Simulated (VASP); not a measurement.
Input of a VASP 6.6.1 run:

INCAR

```
  PREC = Accurate
  ENCUT = 520
  EDIFF = 1E-6
  ISMEAR = -1
  SIGMA = 0.05
  LREAL = F
  LASPH = T
  NELM = 60
  ALGO = Fast
  ISIF = 2
  LWAVE = F
  LCHARG = F
  GGA = RE
  IVDW = 12
  NBANDS = 20
```

KPOINTS

```
regular mesh
0
Gamma
  10 10 8
```

Contents of POSCAR:

```
Ga
1.0
    1.4037570043     -4.0312895675      0.0142572034
    1.4037570043      4.0312895675      0.0142572034
   -0.0848823299      0.0000000000      3.1510235016
Ga
2
Direct
    0.1347609472      0.8652390528      0.7500000000
    0.8652390528      0.1347609472      0.2500000000
```

Potentials or basis: VASP PAW PBE potentials, release 64 (Ga_d).

Run with:

```console
$ cat potpaw_PBE.64/Ga_d/POTCAR > POTCAR
$ mpirun -np 1 vasp_std > vasp.out
```

(1) Estimate the band gap on the k mesh.

(2) Estimate the dispersion energy per atom.

(3) What does it give for the pressure?

Answers

(1) zero (bands 13 and 14 overlap by 9.34 eV).

(2) -0.605 eV.

(3) 0.4 GPa.

Caveat: the PAW data sets were made with another functional, which shifts forces and pressure a little.
